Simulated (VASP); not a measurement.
Set up this calculation in VASP 6.6.1, as the native input.

| Property | Result |
| --- | --- |
| Task | single point |
| Functional | PBE |
| Potentials or basis | VASP PAW PBE potentials, release 64 (Al, Ru_pv) |
| Cutoff | 520 eV |
| k mesh | 6 × 6 × 6 |
| Occupations | gaussian, width 0.1 eV |
| Spin | no spin polarisation |
| Dipole correction | no |
| Further INCAR settings | ALGO = Normal; EDIFF = 1e-07; NBANDS = 16 |

The structure of AlRu lies in POSCAR:

```
AlRu
1.0
    3.0037904299      0.0000000000      0.0000000000
    0.0000000000      3.0037904299      0.0000000000
    0.0000000000      0.0000000000      3.0037904299
Al Ru
1 1
Direct
    0.0000000000      0.0000000000      0.0000000000
    0.5000000000      0.5000000000      0.5000000000
```

The input as run:

INCAR

```
SYSTEM = AlRu
PREC = Accurate
ENCUT = 520
EDIFF = 1E-7
ISMEAR = 0
SIGMA = 0.1
LREAL = .False.
LASPH = .True.
NELM = 60
ALGO = Normal
ISIF = 2
LWAVE = .False.
LCHARG = .False.
GGA = PE
NBANDS = 16
```

KPOINTS

```
Automatic mesh
0
Gamma
  6 6 6
  0 0 0
```

Potentials or basis: VASP PAW PBE potentials, release 64 (Al, Ru_pv).

Run with:

```sh
$ cat potpaw_PBE.64/Al/POTCAR potpaw_PBE.64/Ru_pv/POTCAR > POTCAR
$ mpirun -np 1 vasp_std > vasp.out
```

It gave:

- Pressure: -0.1 GPa

Wall time 5.7 s on 1 thread of Intel(R) Xeon(R) Platinum 8259CL CPU @ 2.50GHz (Skylake/Cascade Lake) (shared host), peak memory 0.14 GiB.
